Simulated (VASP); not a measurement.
**TiAl2: relaxation of cell and atoms with LDA**

TiAl2:

```xyz
6
Lattice="1.9293 -5.9696 0.0000 1.9293 5.9696 0.0000 0.0000 0.0000 3.9334" Properties=species:S:1:pos:R:3 pbc="T T T"
Ti    1.9293   -1.8680    0.0000
Ti    1.9293    1.8680    0.0000
Al    0.0000    0.0000    0.0000
Al    1.9293   -3.9046    1.9667
Al    1.9293    3.9046    1.9667
Al    1.9293    0.0000    1.9667
```

| Property | Result |
| --- | --- |
| Program | VASP 6.6.1 |
| Task | relaxation of cell and atoms |
| Functional | LDA |
| Potentials or basis | VASP PAW LDA potentials, release 64 (Ti_sv, Al) |
| Cutoff | 500 eV |
| k mesh | 10 × 10 × 10 |
| Occupations | gaussian, width 0.1 eV |
| Spin | no spin polarisation |
| Dipole correction | no |
| Further INCAR settings | ALGO = Normal; EDIFF = 1e-07; IBRION = 2; EDIFFG = -0.005; NSW = 100; ISIF = 3 |

The relaxed volume is 15.14 Å³/atom, the relaxed cell is a = 6.281 Å, b = 6.281 Å, c = 3.933 Å, α = 90.00°, β = 90.00°, γ = 144.15° and the space group after relaxing (to 0.1 Å) is Cmmm (No. 65). The energy gained by relaxing is 0.1 meV/atom and the ionic steps are 6. The pressure after relaxing is 0.0 GPa, the largest force after relaxing is 0.004 eV/Å and the band gap on the k mesh is zero (bands 18 and 19 overlap by 1.57 eV).

Forces in eV/Å, atoms in the order of the input:
```
Ti   0.000  0.000  0.000
Ti   0.000  0.000  0.000
Al   0.000  0.000  0.000
Al   0.000  0.004  0.000
Al   0.000 -0.004  0.000
Al   0.000  0.000  0.000
```

The path:
| step | energy change (eV) | largest force (eV/Å) | pressure (GPa) | volume (Å³) |
| --- | --- | --- | --- | --- |
| 1 | 0.0000 | 0.0470 | 0.33 | 90.60 |
| 2 | -0.0004 | 0.0252 | -0.21 | 91.01 |
| 3 | -0.0004 | 0.0309 | -0.07 | 90.90 |
| 4 | -0.0005 | 0.0118 | -0.02 | 90.87 |
| 5 | -0.0005 | 0.0063 | 0.01 | 90.85 |
| 6 | -0.0005 | 0.0036 | -0.01 | 90.86 |

Final structure:
```xyz
6
Lattice="1.9329 -5.9762 0.0000 1.9329 5.9762 0.0000 0.0000 0.0000 3.9330" Properties=species:S:1:pos:R:3 pbc="T T T"
Ti    1.9329   -1.8655    3.9330
Ti    1.9329    1.8655    3.9330
Al    1.9329   -5.9762    3.9330
Al    1.9329   -3.9089    1.9665
Al    1.9329    3.9089    1.9665
Al    1.9329    0.0000    1.9665
```

Levels at points of the mesh, in eV from the Fermi level:
```csv
k point,band 16,band 17,band 18,band 19,band 20,band 21
"(0.00, 0.00, 0.00)",-0.68,-0.53,-0.51,0.37,0.59,0.92
"(0.50, 0.00, 0.00)",-1.31,-1.02,-0.27,0.84,1.21,1.38
"(0.50, 0.50, 0.00)",-1.26,-0.69,-0.50,0.23,1.21,1.28
"(0.00, 0.00, 0.50)",-0.86,-0.18,0.08,0.57,1.06,1.16
"(0.50, 0.00, 0.50)",-1.73,-1.52,-1.14,-0.55,1.29,1.35
"(0.50, 0.50, 0.50)",-0.86,0.06,0.85,0.97,1.39,1.52
```

Run time: 42 min on 1 thread of Intel(R) Xeon(R) Platinum 8259CL CPU @ 2.50GHz (Skylake/Cascade Lake), with other jobs on the host, peak memory 0.44 GiB.
